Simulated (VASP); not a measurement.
Wanted: the native input for a VASP 6.6.1 run.

```yaml
Task: relaxation of cell and atoms
Functional: PBEsol
Potentials_or_basis: VASP PAW PBE potentials, release 64 (B, N)
Cutoff: 600 eV
k_mesh: 10 × 10 × 4
Occupations: gaussian, width 0.01 eV
Spin: no spin polarisation
Target_pressure: 4 GPa
Dipole_correction: no
Further_INCAR_settings: ALGO = Normal; EDIFF = 1e-07; IBRION = 2; EDIFFG = -0.002; NSW = 100; ISIF = 3
```

The structure of BN lies in POSCAR:

```
BN
1.0
    2.5043523426      0.0000000000      0.0000000000
   -1.2521761713      2.1688327487      0.0000000000
    0.0000000000      0.0000000000      7.0158653084
B N
2 2
Direct
    0.3333333333      0.6666666667      0.2500000000
    0.6666666667      0.3333333333      0.7500000000
    0.3333333333      0.6666666667      0.7500000000
    0.6666666667      0.3333333333      0.2500000000
```

These files were run (other wordings do the same):

INCAR

```
PREC = Accurate ; ENCUT = 600
EDIFF = 1E-7 ; ISMEAR = 0
SIGMA = 0.01 ; LREAL = False
LASPH = True ; NELM = 120
ALGO = Normal ; ISIF = 3
LWAVE = False ; LCHARG = False
GGA = PS ; IBRION = 2
NSW = 100 ; EDIFFG = -0.002
PSTRESS = 40.0 ; GGA_COMPAT = False
NELMIN = 4
```

KPOINTS

```
regular mesh
0
Gamma
  10 10 4
```

Potentials or basis: VASP PAW PBE potentials, release 64 (B, N).

The run is started by

```bash
$ cat potpaw_PBE.64/B/POTCAR potpaw_PBE.64/N/POTCAR > POTCAR
$ mpirun -np 1 vasp_std > vasp.out
```

Results of the run:

The relaxed volume is 8.24 Å³/atom and the relaxed cell is a = 2.497 Å, b = 2.497 Å, c = 6.101 Å, α = 90.00°, β = 90.00°, γ = 120.00°. The space group after relaxing (to 0.1 Å) is P6_3/mmc (No. 194) and the energy change on relaxing (the run minimises the enthalpy) is +10.2 meV/atom. The ionic steps are 13. The pressure after relaxing is 4.0 GPa and the band gap on the k mesh is 4.01 eV (least direct gap 4.32 eV).

Caveat: the cell is relaxed towards a set pressure, so the run minimises the enthalpy, not the energy; the PAW data sets were made with another functional, which shifts forces and pressure a little; this functional lacks dispersion, which binds the layers, so the pressure and a relaxed spacing across them are unreliable.

It took 4.6 min on 1 thread of Intel Xeon 8259CL (shared host), peak memory 0.17 GiB.
